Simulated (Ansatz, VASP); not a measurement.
## One calculation of SiNi, two programs

The input INCAR:

```
PREC     = Accurate       # precision mode
ENCUT    = 600            # plane-wave cutoff, eV
EDIFF    = 1E-6           # SCF threshold, eV
ISMEAR   = -1             # smearing method
SIGMA    = 0.05           # smearing width, eV
LREAL    = False          # projectors in reciprocal space
LASPH    = True           # aspherical terms in the spheres
NELM     = 150            # most SCF steps
ALGO     = Fast           # electronic algorithm
ISIF     = 3              # what is computed and relaxed
LWAVE    = False          # write WAVECAR
LCHARG   = False          # write CHGCAR
ISPIN    = 2              # spin polarisation
MAGMOM   = 1 1 1 1 0 0 0 0 # initial moments
LORBIT   = 11             # projections on sites
LMAXMIX  = 4              # l up to which the mixer works
IBRION   = 2              # ionic algorithm
NSW      = 60             # ionic steps
EDIFFG   = -0.01          # ionic threshold
```

Contents of KPOINTS:

```
regular mesh
0
Gamma
  6 6 6
```

Contents of POSCAR:

```
SiNi
1.0
    4.5036940000      0.0000000000      0.0000000000
    0.0000000000      4.5036940000      0.0000000000
    0.0000000000      0.0000000000      4.5036940000
Ni Si
4 4
Direct
    0.1495040000      0.1495040000      0.1495040000
    0.6495040000      0.3504960000      0.8504960000
    0.8504960000      0.6495040000      0.3504960000
    0.3504960000      0.8504960000      0.6495040000
    0.8468300000      0.8468300000      0.8468300000
    0.3468300000      0.6531700000      0.1531700000
    0.1531700000      0.3468300000      0.6531700000
    0.6531700000      0.1531700000      0.3468300000
```

Contents of input.yaml:

```yaml
crystal:
  lattice:
    - [4.503694, 0.0, 0.0]
    - [0.0, 4.503694, 0.0]
    - [0.0, 0.0, 4.503694]
  atoms:
    - { symbol: Ni, position: [0.149504, 0.149504, 0.149504], spin: 1.0 }
    - { symbol: Ni, position: [0.649504, 0.350496, 0.850496], spin: 1.0 }
    - { symbol: Ni, position: [0.850496, 0.649504, 0.350496], spin: 1.0 }
    - { symbol: Ni, position: [0.350496, 0.850496, 0.649504], spin: 1.0 }
    - { symbol: Si, position: [0.84683, 0.84683, 0.84683] }
    - { symbol: Si, position: [0.34683, 0.65317, 0.15317] }
    - { symbol: Si, position: [0.15317, 0.34683, 0.65317] }
    - { symbol: Si, position: [0.65317, 0.15317, 0.34683] }
hamiltonian:
  xc: lda
  pseudopotentials: { kind: paw }
magnetization:
  spin_polarized: true
kpoints:
  mp_grid: { grid: [6, 6, 6] }
scf:
  occupations: { method: fermi_dirac, width: 0.05 }
output:
  forces: true
  stress: true
  eigenvalues: true
relax:
  f_tol: 0.01
  max_steps: 40
  cell: { stress_tol: 0.05 }
```

Alike in both runs: task relaxation of cell and atoms; functional LDA; k mesh 6 × 6 × 6; occupations fermi-dirac, width 0.05 eV; collinear spin.

|  | VASP | Ansatz |
| --- | --- | --- |
| version | VASP 6.6.1 | Ansatz 0.2.0 |
| potentials or method | VASP PAW LDA potentials, release 64 (Ni, Si) | Ansatz PAW |
| plane-wave cutoff (eV) | 600 | 420 |
| valence electrons in the cell | 56 | 88 |

Ansatz gave:

| Item | Value |
| --- | --- |
| gap on the k mesh at the Fermi level, each at its own relaxed structure (eV) | none |
| net moment per atom (μB) | 0.00 |
| relaxed volume (Å³/atom) | 10.87 |
| relaxed length of the cell vector where the two differ most in proportion (Å) | 4.430 |

Estimate VASP's values.

gap on the k mesh at the Fermi level, each at its own relaxed structure (eV): none; net moment per atom (μB): 0.00; relaxed volume (Å³/atom): 10.88; relaxed length of the cell vector where the two differ most in proportion (Å): 4.432.

LDA's correlation is that of Perdew and Zunger in VASP and of Perdew and Wang (1992) in Ansatz. A gap of «none» marks a metal or a gap that the smearing closes. VASP's potentials hold 56 valence electrons a cell and Ansatz's 88, so a difference there can come from the potentials and not from the codes.

Noted on Ansatz's run: the plane-wave basis is chosen anew once the cell has moved, so the energies of steps on either side of that aren't comparable.
